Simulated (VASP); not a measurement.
A run of VASP 6.6.1 is set up as follows.

File INCAR:

```
SYSTEM = TiC
ALGO = Normal
EDIFF = 1E-7
ENCUT = 520
GGA = RP
ISIF = 2
ISMEAR = -1
LASPH = .TRUE.
LCHARG = .TRUE.
LELF = .TRUE.
LREAL = .FALSE.
LVHAR = .TRUE.
LWAVE = .FALSE.
NBANDS = 15
NELM = 80
PREC = Accurate
SIGMA = 0.05
```

The input KPOINTS:

```
k-points
0
G
  6 6 6
  0 0 0
```

Contents of POSCAR:

```
TiC
1.0
    0.0000000000      2.1657188437      2.1657188437
    2.1657188437      0.0000000000      2.1657188437
    2.1657188437      2.1657188437      0.0000000000
Ti C
1 1
Direct
    0.0000000000      0.0000000000      0.0000000000
    0.5000000000      0.5000000000      0.5000000000
```

Potentials or basis: VASP PAW PBE potentials, release 64 (Ti_sv, C).

Run with:

```bash
$ cat potpaw_PBE.64/Ti_sv/POTCAR potpaw_PBE.64/C/POTCAR > POTCAR
$ mpirun -np 1 vasp_std > vasp.out
```

Task: Predict the pressure.

Result: 5.1 GPa.

Task: What does it give for the band gap on the k mesh?

Result: Zero (bands 8 and 9 overlap by 1.05 eV).

Caveat: the k points lie up to 0.42 Å⁻¹ apart, too coarse for converged energies and pressures of a metal; the PAW data sets were made with another functional, which shifts forces and pressure a little.
